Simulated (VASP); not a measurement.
Wanted: the native input for a VASP 6.6.1 run.

```yaml
Task: single point
Functional: PBE
Potentials_or_basis: VASP PAW PBE potentials, release 64 (Cd, S)
Cutoff: 520 eV
k_mesh: 8 × 8 × 8
Occupations: fermi-dirac, width 0.02 eV
Spin: no spin polarisation
Dipole_correction: no
Further_INCAR_settings: ALGO = Normal; EDIFF = 1e-06; NBANDS = 16
```

The structure of CdS lies in POSCAR:

```
CdS
1.0
    0.0373406315      2.9471633247      2.9471633247
    2.9471633247      0.0373406315      2.9471633247
    2.9471633247      2.9471633247      0.0373406315
Cd S
1 1
Direct
    0.0014428186      0.0014428186      0.0014428186
    0.2485571814      0.2485571814      0.2485571814
```

This cell differs from its parent crystal: epitaxial 111 strain -1.0%.

The input as run:

INCAR

```
PREC = Accurate
ENCUT = 520
EDIFF = 1E-6
ISMEAR = -1
SIGMA = 0.02
LREAL = False
LASPH = True
NELM = 60
ALGO = Normal
ISIF = 2
LWAVE = False
LCHARG = False
GGA = PE
NBANDS = 16
```

KPOINTS

```
regular mesh
0
Gamma
  8 8 8
```

Potentials or basis: VASP PAW PBE potentials, release 64 (Cd, S).

Run with:

```bash
$ cat potpaw_PBE.64/Cd/POTCAR potpaw_PBE.64/S/POTCAR > POTCAR
$ mpirun -np 1 vasp_std > vasp.out
```

Results of the run:

The pressure is 2.4 GPa and the band gap on the k mesh is 1.09 eV, direct.

Caveat: the cell differs from its parent crystal (epitaxial 111 strain -1.0%).

Wall time 73 s on 1 thread of AMD EPYC 7R13, on a shared host, peak memory 0.18 GiB.
